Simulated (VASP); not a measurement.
# Ta2P3Au (P6/mmm) in VASP: notebook

Ta2P3Au is run at these levels: PBE; tasks: single point, relaxation of cell and atoms.

All numbers are computed with VASP 6.6.1; they aren't measurements. Logs are shortened: lines on timing, memory, paths and dates and some standing lists are left out, and cuts for length are marked.

### 1 The cell of the first run

The structure is hexagonal, space group P6/mmm (No. 191). The conventional cell has a = 5.260 Å, b = 5.260 Å, c = 4.142 Å, α = 90.00°, β = 90.00°, γ = 120.00°. Within 3.4 Å of Ta (site symmetry -6m2) lie 6 P at 2.57 Å and 3 Au at 3.04 Å and 3 Ta at 3.04 Å. Within 3.4 Å of P (site symmetry mmm) lie 4 Ta at 2.57 Å and 4 P at 2.63 Å and 4 Au at 3.35 Å. Au (site symmetry 6/mmm) has 6 Ta at 3.04 Å and 12 P at 3.35 Å within 4.0 Å.

### 2 Single point, PBE

INCAR reads:

```
PREC = Accurate
ENCUT = 520
EDIFF = 1E-6
ISMEAR = 0
SIGMA = 0.1
LREAL = False
LASPH = True
NELM = 100
ALGO = Normal
ISIF = 2
LWAVE = False
LCHARG = True
GGA = PE
LELF = True
LVHAR = True
NBANDS = 33
```

KPOINTS reads:

```
regular mesh
0
Gamma
  6 6 4
```

POSCAR reads:

```
Ta2P3Au
1.0
    5.2598440987      0.0000000000      0.0000000000
   -2.6299220493      4.5551586094      0.0000000000
    0.0000000000      0.0000000000      4.1424049546
Ta P Au
2 3 1
Direct
    0.3333333333      0.6666666667      0.0000000000
    0.6666666667      0.3333333333      0.0000000000
    0.5000000000      0.0000000000      0.5000000000
    0.5000000000      0.5000000000      0.5000000000
    0.0000000000      0.5000000000      0.5000000000
    0.0000000000      0.0000000000      0.0000000000
```

Potentials or basis: VASP PAW PBE potentials, release 64 (Ta_pv, P, Au).

Run with:

```bash
$ cat potpaw_PBE.64/Ta_pv/POTCAR potpaw_PBE.64/P/POTCAR potpaw_PBE.64/Au/POTCAR > POTCAR
$ mpirun -np 1 vasp_std > vasp.out
```

OUTCAR:

```text
PREC = Accurate
   ENCUT = 520
   EDIFF = 1E-6
   ISMEAR = 0
   LREAL = False
   LASPH = True
   NELM = 100
   ISIF = 2
   GGA = PE

 ion  position               nearest neighbor table
   1  0.333  0.667  0.000-   3 2.57   3 2.57   5 2.57   5 2.57   4 2.57   4 2.57   6 3.04   2 3.04
                             2 3.04   6 3.04   6 3.04   2 3.04
   2  0.667  0.333  0.000-   3 2.57   3 2.57   5 2.57   5 2.57   4 2.57   4 2.57   6 3.04   1 3.04
                             1 3.04   6 3.04   6 3.04   1 3.04
   3  0.500  0.000  0.500-   1 2.57   2 2.57   1 2.57   2 2.57   4 2.63   4 2.63   5 2.63   5 2.63

   4  0.500  0.500  0.500-   1 2.57   2 2.57   1 2.57   2 2.57   3 2.63   3 2.63   5 2.63   5 2.63

   5  0.000  0.500  0.500-   1 2.57   2 2.57   1 2.57   2 2.57   4 2.63   4 2.63   3 2.63   3 2.63

   6  0.000  0.000  0.000-   1 3.04   2 3.04   1 3.04   2 3.04   2 3.04   1 3.04

  LATTYP: Found a hexagonal cell.
 ALAT       =     5.2598440987
 C/A-ratio  =     0.7875528014

  Lattice vectors:

 A1 = (   5.2598440987,   0.0000000000,   0.0000000000)
 A2 = (  -2.6299220493,   4.5551586094,   0.0000000000)
 A3 = (   0.0000000000,   0.0000000000,   4.1424049546)

Analysis of symmetry for initial positions (statically):
=====================================================================
 Subroutine PRICEL returns:
 Original cell was already a primitive cell.

 Routine SETGRP: Setting up the symmetry group for a
 hexagonal supercell.

 Subroutine GETGRP returns: Found 24 space group operations
 (whereof 24 operations were pure point group operations)
 out of a pool of 24 trial point group operations.

The static configuration has the point symmetry D_6h.

Analysis of symmetry for dynamics (positions and initial velocities):
=====================================================================
 Subroutine PRICEL returns:
 Original cell was already a primitive cell.

 Routine SETGRP: Setting up the symmetry group for a
 hexagonal supercell.

 Subroutine GETGRP returns: Found 24 space group operations
 (whereof 24 operations were pure point group operations)
 out of a pool of 24 trial point group operations.

The dynamic configuration has the point symmetry D_6h.

 Subroutine INISYM returns: Found 24 space group operations
 (whereof 24 operations are pure point group operations),
 and found     1 'primitive' translations

[... 101 lines left out ...]
   NSW    =      0    number of steps for IOM
   IBRION =     -1    ionic relax: 0-MD 1-quasi-New 2-CG
   NFREE  =      0    steps in history (QN), initial steepest desc. (CG)
   ISIF   =      2    stress and relaxation
   ISYM   =      2    0-nonsym 1-usesym 2-fastsym
   POTIM  = 0.5000    time-step for ionic-motion
   TEBEG  =    0.0;   TEEND  =   0.0 temperature during run
   PSTRESS=    0.0 pullay stress
   NELECT =      48.0000    total number of electrons
   NUPDOWN=      -1.0000    fix difference up-down
   EMIN   =  10.00;   EMAX   =-10.00  energy-range for DOS
   EFERMI =   0.00;   METHOD = LEGACY
   ISMEAR =     0;   SIGMA  =   0.10  broadening in eV -4-tet -1-fermi 0-gaus
   EFERMI_NEDOS =   21; number of points for ismear=-14 and -15
   IALGO  =     38    algorithm
   IMIX   =      4    mixing-type and parameters
     AMIX     =   0.40;   BMIX     =  1.00
     AMIX_MAG =   1.60;   BMIX_MAG =  1.00
  volume/ion in A,a.u.               =      16.54       111.63
  Fermi-wavevector in a.u.,A,eV,Ry     =   1.285027  2.428349 22.467226  1.651295
  Thomas-Fermi vector in A             =   2.417186
   LORBIT       =      0    0 simple, 1 ext, 2 COOP (PROOUT), +10 PAW based schemes
   GGA     = PE    functional components
   LHFCALC =     F    Hartree Fock is set to
   AEXX    =    0.0000 exact exchange contribution
   IVDW    =     0    specifies the selected vdW correction
   LEPSILON=     F    determine dielectric tensor
   LRPA    =     F    only Hartree local field effects (RPA)
 non-spin polarized calculation
 Gauss-broadening in eV      SIGMA  =   0.10
  energy-cutoff  :      520.00
  volume of cell :       99.25
 maximum number of plane-waves:      2700
 NGX is ok and might be reduce to    40
   NGX = 19   NGY = 19   NGZ = 15

 number of electron      48.0000011 magnetization

 Free energy of the ion-electron system (eV)
  ---------------------------------------------------
  ext. energy  EPLUGINS =         0.00000000
  ---------------------------------------------------
  free energy    TOTEN  =       -43.67484113 eV

  energy without entropy =      -43.66385692  energy(sigma->0) =      -43.66934903

 E-fermi :   8.3563     XC(G=0): -11.8259

 val. band max:        8.3466614089   @ k =   0.3333   0.3333   0.0000
 cond. band min:       8.4029513398   @ k =   0.3333   0.0000   0.5000
 fundamental gap:      0.0562899309
 Fermi energy:         8.3563482802

 k-point     1 :       0.0000    0.0000    0.0000
  band No.  band energies     occupation
      1     -26.9404      2.00000
      2     -26.9404      2.00000
      3     -26.9294      2.00000
      4     -26.8382      2.00000
      5     -26.6187      2.00000
      6     -26.6187      2.00000
[... 745 lines left out ...]
     32      11.8771      0.00000
     33      12.2674      0.00000

------------------------ aborting loop because EDIFF is reached ----------------------------------------

  FORCE on cell =-STRESS in cart. coord.  units (eV):
  Direction    XX          YY          ZZ          XY          YZ          ZX
  --------------------------------------------------------------------------------------
  -------------------------------------------------------------------------------------
  Total        0.0723755      0.0723755      0.2890005      0.0000000      0.0000000      0.0000000
  in kB        1.1683512      1.1683512      4.6653067      0.0000000      0.0000000      0.0000000
  external PRESSURE =       2.3340031 kB  Pullay stress =       0.0000000 kB

 VOLUME and BASIS-vectors are now :
 -----------------------------------------------------------------------------
  energy-cutoff  :      520.00
  volume of cell :       99.25
      direct lattice vectors                 reciprocal lattice vectors
     5.259844099  0.000000000  0.000000000     0.190119703  0.109765662  0.000000000
    -2.629922049  4.555158609  0.000000000     0.000000000  0.219531324  0.000000000
     0.000000000  0.000000000  4.142404955     0.000000000  0.000000000  0.241405660

 POSITION                                       TOTAL-FORCE (eV/Angst)
 -----------------------------------------------------------------------------------
     -0.00000      3.03677      0.00000        -0.000000      0.000000     -0.000000
      2.62992      1.51839      0.00000         0.000000      0.000000      0.000000
      2.62992      0.00000      2.07120        -0.000000      0.000000      0.000000
      1.31496      2.27758      2.07120        -0.000000      0.000000      0.000000
     -1.31496      2.27758      2.07120        -0.000000      0.000000      0.000000
      0.00000      0.00000      0.00000        -0.000000      0.000000      0.000000
 -----------------------------------------------------------------------------------
    total drift:                                0.000000     -0.000000      0.000000

  FREE ENERGIE OF THE ION-ELECTRON SYSTEM (eV)
  ---------------------------------------------------
  free  energy   TOTEN  =       -43.6748411326 eV

  energy  without entropy=      -43.6638569246  energy(sigma->0) =      -43.66934903
```

OSZICAR:

```text
N       E                     dE             d eps       ncg     rms          rms(c)
DAV:   1     0.350114789779E+03    0.35011E+03   -0.24053E+04  1426   0.140E+03
DAV:   2    -0.277334355255E+02   -0.37785E+03   -0.35916E+03  1582   0.358E+02
DAV:   3    -0.455817264913E+02   -0.17848E+02   -0.17179E+02  1799   0.699E+01
DAV:   4    -0.459294515121E+02   -0.34773E+00   -0.34601E+00  1619   0.993E+00
DAV:   5    -0.459371658061E+02   -0.77143E-02   -0.77085E-02  1784   0.138E+00    0.251E+01
DAV:   6    -0.439301754893E+02    0.20070E+01   -0.79656E+00  1683   0.178E+01    0.127E+01
DAV:   7    -0.437233656568E+02    0.20681E+00   -0.83919E-01  1614   0.556E+00    0.617E+00
DAV:   8    -0.436771422821E+02    0.46223E-01   -0.19553E-01  1714   0.231E+00    0.469E-01
DAV:   9    -0.436748872461E+02    0.22550E-02   -0.15206E-02  1768   0.793E-01    0.328E-01
DAV:  10    -0.436748316026E+02    0.55644E-04   -0.20639E-03  1632   0.299E-01    0.812E-02
DAV:  11    -0.436748427992E+02   -0.11197E-04   -0.61312E-05  1715   0.498E-02    0.424E-02
DAV:  12    -0.436748433875E+02   -0.58834E-06   -0.20170E-05  1703   0.229E-02    0.785E-03
DAV:  13    -0.436748413963E+02    0.19912E-05   -0.33775E-06  1546   0.115E-02    0.235E-03
DAV:  14    -0.436748411326E+02    0.26368E-06   -0.45461E-07   875   0.355E-03
   1 F= -.43674841E+02 E0= -.43669349E+02  d E =-.109842E-01
```

Wall time 92 s (1 thread of Intel Xeon Platinum 8259CL at 2.50GHz (Skylake/Cascade Lake), shared host); peak memory 0.25 GiB.

What came out:

```
Free energy            : -43.6748 eV
Pressure               : 0.2 GPa
Band gap on the k mesh : zero (band 24 reaches 8.86 eV, above the bottom of band 25 at 7.63 eV)
```

Stress tensor (GPa, compression positive):
```
0.12 0.00 0.00
0.00 0.12 0.00
0.00 0.00 0.47
```

Caveat: the k points lie up to 0.38 Å⁻¹ apart; spin-orbit coupling is left out, which moves the levels of the heavy elements.

### 3 Relaxation of cell and atoms, PBE

This run uses another cell than the first one, of 18.27 Å³/atom, 1.105 times its volume.

INCAR reads:

```
PREC = Accurate ; ENCUT = 600
EDIFF = 1E-6 ; ISMEAR = 0
SIGMA = 0.1 ; LREAL = False
LASPH = True ; NELM = 100
ALGO = Normal ; ISIF = 3
LWAVE = False ; LCHARG = False
GGA = PE ; IBRION = 2
NSW = 90 ; EDIFFG = -0.04
```

KPOINTS reads:

```
regular mesh
0
Gamma
  3 3 6
```

POSCAR reads:

```
Ta2P3Au
1.0
    6.1206982100      0.0000000000      0.0000000000
   -3.0603491000      5.3006801400      0.0000000000
    0.0000000000      0.0000000000      3.3788433500
Ta P Au
2 3 1
Direct
    0.3333333300      0.6666666700      0.0000000000
    0.6666666700      0.3333333300      0.0000000000
    0.5000000000      0.0000000000      0.5000000000
    0.5000000000      0.5000000000      0.5000000000
    0.0000000000      0.5000000000      0.5000000000
    0.0000000000      0.0000000000      0.0000000000
```

Potentials or basis: VASP PAW PBE potentials, release 64 (Ta_pv, P, Au).

Run with:

```bash
$ cat potpaw_PBE.64/Ta_pv/POTCAR potpaw_PBE.64/P/POTCAR potpaw_PBE.64/Au/POTCAR > POTCAR
$ mpirun -np 1 vasp_std > vasp.out
```

OUTCAR:

```text
PREC = Accurate
   ENCUT = 600
   EDIFF = 1E-6
   ISMEAR = 0
   LREAL = False
   LASPH = True
   NELM = 100
   ISIF = 3
   GGA = PE
   IBRION = 2
   NSW = 90
   EDIFFG = -0.04

 ion  position               nearest neighbor table
   1  0.333  0.667  0.000-   3 2.44   3 2.44   5 2.44   5 2.44   4 2.44   4 2.44   6 3.53   2 3.53
                             2 3.53   6 3.53   6 3.53   2 3.53
   2  0.667  0.333  0.000-   3 2.44   3 2.44   5 2.44   5 2.44   4 2.44   4 2.44   6 3.53   1 3.53
                             1 3.53   6 3.53   6 3.53   1 3.53
   3  0.500  0.000  0.500-   1 2.44   2 2.44   1 2.44   2 2.44
   4  0.500  0.500  0.500-   1 2.44   2 2.44   1 2.44   2 2.44
   5  0.000  0.500  0.500-   1 2.44   2 2.44   1 2.44   2 2.44
   6  0.000  0.000  0.000-   1 3.53   2 3.53   1 3.53   2 3.53   2 3.53   1 3.53

  LATTYP: Found a hexagonal cell.
 ALAT       =     6.1206982100
 C/A-ratio  =     0.5520356067

  Lattice vectors:

 A1 = (   6.1206982100,   0.0000000000,   0.0000000000)
 A2 = (  -3.0603491000,   5.3006801400,   0.0000000000)
 A3 = (   0.0000000000,   0.0000000000,   3.3788433500)

Analysis of symmetry for initial positions (statically):
=====================================================================
 Subroutine PRICEL returns:
 Original cell was already a primitive cell.

 Routine SETGRP: Setting up the symmetry group for a
 hexagonal supercell.

[... 173 lines left out ...]
  external PRESSURE =      56.9298132 kB  Pullay stress =       0.0000000 kB
[... 101 lines left out ...]
  FREE ENERGIE OF THE ION-ELECTRON SYSTEM (eV)
  ---------------------------------------------------
  free  energy   TOTEN  =       -42.5584698241 eV

  energy  without entropy=      -42.5441765439  energy(sigma->0) =      -42.55132318

 E-fermi :  11.1172     XC(G=0): -12.8378

 val. band max:       11.1079641476   @ k =   0.0000   0.0000   0.1667
 cond. band min:      11.1621894356   @ k =   0.3333   0.0000   0.3333
 fundamental gap:      0.0542252880
 Fermi energy:        11.1172372511

 k-point     1 :       0.0000    0.0000    0.0000
  band No.  band energies     occupation
      1     -24.0585      2.00000
      2     -24.0585      2.00000
      3     -23.9740      2.00000
      4     -23.6765      2.00000
      5     -23.0957      2.00000
      6     -23.0957      2.00000
[... 361 lines left out ...]
     27      12.2685      0.00000
     28      12.2685      0.00000

[... ionic steps 4 to 18 ...]

--------------------------------------- Ionic step       19  -------------------------------------------

 number of electron      48.0000000 magnetization

------------------------ aborting loop because EDIFF is reached ----------------------------------------
[... 75 lines left out ...]
--------------------------------------- Ionic step       21  -------------------------------------------

 number of electron      48.0000000 magnetization

 Free energy of the ion-electron system (eV)
  ---------------------------------------------------
  ext. energy  EPLUGINS =         0.00000000
  ---------------------------------------------------
  free energy    TOTEN  =       -43.39930369 eV

  energy without entropy =      -43.37127417  energy(sigma->0) =      -43.38528893

 E-fermi :   8.3994     XC(G=0): -11.8388

 val. band max:        8.3567009439   @ k =   0.3333   0.3333   0.3333
 cond. band min:       8.4310188484   @ k =   0.3333   0.0000   0.1667
 fundamental gap:      0.0743179045
 Fermi energy:         8.3993656476

 k-point     1 :       0.0000    0.0000    0.0000
  band No.  band energies     occupation
      1     -26.7827      2.00000
      2     -26.7827      2.00000
      3     -26.6927      2.00000
      4     -26.5953      2.00000
      5     -26.4415      2.00000
      6     -26.4415      2.00000
[... 394 lines left out ...]
  FREE ENERGIE OF THE ION-ELECTRON SYSTEM (eV)
  ---------------------------------------------------
  free  energy   TOTEN  =       -43.3993036865 eV

  energy  without entropy=      -43.3712741694  energy(sigma->0) =      -43.38528893

 reached required accuracy - stopping structural energy minimisation
```

OSZICAR:

```text
N       E                     dE             d eps       ncg     rms          rms(c)
DAV:   1     0.382471154815E+03    0.38247E+03   -0.26695E+04   680   0.182E+03
DAV:   2    -0.205066252488E+02   -0.40298E+03   -0.39269E+03   752   0.416E+02
DAV:   3    -0.447961294130E+02   -0.24290E+02   -0.23498E+02   876   0.835E+01
[... 222 lines left out ...]
DAV:   1    -0.433996060619E+02   -0.30844E-03   -0.82334E-03   692   0.777E-01    0.141E-01
DAV:   2    -0.433993440101E+02    0.26205E-03   -0.82971E-04   708   0.246E-01    0.528E-02
DAV:   3    -0.433993105238E+02    0.33486E-04   -0.87680E-05   752   0.605E-02    0.242E-02
DAV:   4    -0.433993044692E+02    0.60546E-05   -0.24707E-05   748   0.308E-02    0.804E-03
DAV:   5    -0.433993036865E+02    0.78272E-06   -0.33095E-06   588   0.142E-02
  21 F= -.43399304E+02 E0= -.43385289E+02  d E =-.131148E+00
```

Run time: 16 min. Hardware: 1 thread of Intel Xeon Platinum 8259CL at 2.50GHz (Skylake/Cascade Lake), shared host; peak memory 0.28 GiB.

What came out:

| Quantity | Value |
| --- | --- |
| Free energy | -43.3993 eV |
| Relaxed volume | 16.49 Å³/atom |
| Relaxed cell | a = 5.227 Å, b = 5.227 Å, c = 4.182 Å, α = 90.00°, β = 90.00°, γ = 120.00° |
| Space group after relaxing (to 0.05 Å) | P6/mmm (No. 191) |
| Energy gained by relaxing | 163.6 meV/atom |
| Ionic steps | 21 |
| Pressure after relaxing | 0.0 GPa |
| Band gap on the k mesh | zero (band 24 reaches 8.50 eV, above the bottom of band 25 at 7.78 eV) |

Stress tensor (GPa, compression positive):
```
-0.16  0.00  0.00
 0.00 -0.16  0.00
 0.00  0.00  0.27
```

Step by step:
```tsv
step	energy change (eV)	largest force (eV/Å)	pressure (GPa)	volume (Å³)
1	0.0000	0.0000	5.69	109.62
2	0.0170	0.0000	-7.93	120.14
3	-0.1409	0.0000	-1.67	114.61
4	-0.1981	0.0000	-1.35	113.00
5	-0.2305	0.0000	-0.95	111.16
6	-0.2851	0.0000	0.24	107.35
7	-0.7607	0.0000	4.42	99.21
8	1.7630	0.0000	46.99	81.42
9	-0.8076	0.0000	6.12	97.31
10	-0.8104	0.0000	8.91	94.84
11	-0.2856	0.0000	22.03	88.23
12	-0.8052	0.0000	9.48	94.41
13	-0.8206	0.0000	9.33	94.32
14	-0.8483	0.0000	9.03	94.04
15	-0.8122	0.0000	9.34	93.41
16	-0.8506	0.0000	8.99	93.89
17	-0.8718	0.0000	8.16	94.29
18	-0.9239	0.0000	5.78	95.52
19	-0.9777	0.0000	1.48	97.99
20	-0.9817	0.0000	0.13	98.86
21	-0.9817	0.0000	-0.02	98.96
```

Final structure:
```xyz
6
Lattice="5.2272 0.0000 0.0000 -2.6136 4.5269 0.0000 0.0000 0.0000 4.1819" Properties=species:S:1:pos:R:3 pbc="T T T"
Ta    0.0000    3.0179    0.0000
Ta    2.6136    1.5090    0.0000
P     2.6136    0.0000    2.0910
P     1.3068    2.2635    2.0910
P    -1.3068    2.2635    2.0910
Au    0.0000    0.0000    0.0000
```

Caveat: the k points lie up to 0.46 Å⁻¹ apart in the final cell; spin-orbit coupling is left out, which moves the levels of the heavy elements.
